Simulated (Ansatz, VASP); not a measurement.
**One calculation of CdSe, two programs**

Contents of INCAR:

```
ALGO = Normal ; EDIFF = 1E-7
ENCUT = 520 ; GGA = PE
ISIF = 2 ; ISMEAR = -1
ISPIN = 2 ; IVDW = 13
LASPH = T ; LCHARG = F
LORBIT = 11 ; LREAL = F
LWAVE = F ; MAGMOM = 1 0
NBANDS = 20 ; NELM = 150
NUPDOWN = 1.0 ; PREC = Accurate
SIGMA = 0.05
```

The input KPOINTS:

```
k-points
0
Gamma
  8 8 8
```

Contents of POSCAR:

```
CdSe
1.0
    0.0000000000      3.1304878824      3.1304878824
    3.1304878824      0.0000000000      3.1304878824
    3.1304878824      3.1304878824      0.0000000000
Cd Se
1 1
Direct
    0.0000000000      0.0000000000      0.0000000000
    0.2500000000      0.2500000000      0.2500000000
```

input.yaml

```yaml
crystal:
  lattice:
    - [0.0, 3.1304878824, 3.1304878824]
    - [3.1304878824, 0.0, 3.1304878824]
    - [3.1304878824, 3.1304878824, 0.0]
  atoms:
    - { symbol: Cd, position: [0.0, 0.0, 0.0], spin: 1.0 }
    - { symbol: Se, position: [0.25, 0.25, 0.25] }
kpoints:
  mp_grid: { grid: [8, 8, 8] }
scf:
  occupations: { method: fermi_dirac, width: 0.05 }
hamiltonian:
  xc: pbe
  dispersion: d4
  pseudopotentials: { kind: all_electron, lapw: { basis_error: 0.002 } }
magnetization:
  spin_polarized: true
  initial_magnetization: 1.0
  spin_locking: { lock_magnetization: hard }
output:
  forces: true
  stress: true
  eigenvalues: true
```

Change from the starting cell: volume scaled by 1.06.

Alike in both runs: task single point; functional PBE; dispersion D4; k mesh 8 × 8 × 8; occupations fermi-dirac, width 0.05 eV; collinear spin; fixed moment 1 μB.

|  | VASP | Ansatz |
| --- | --- | --- |
| version | VASP 6.6.1 | Ansatz 0.2.0 |
| potentials or method | VASP PAW PBE potentials, release 64 (Cd, Se), cutoff 520 eV | all-electron LAPW, scalar-relativistic |

```csv
,VASP,Ansatz,Ansatz less VASP
pressure (GPa),1.5,1.3,-0.22
size of the moment on the site where the two differ most (μB),0.41,0.47,+0.063
```

Site moments also hang on the region over which each program counts them. Ansatz ran all-electron here, and VASP with PAW potentials.
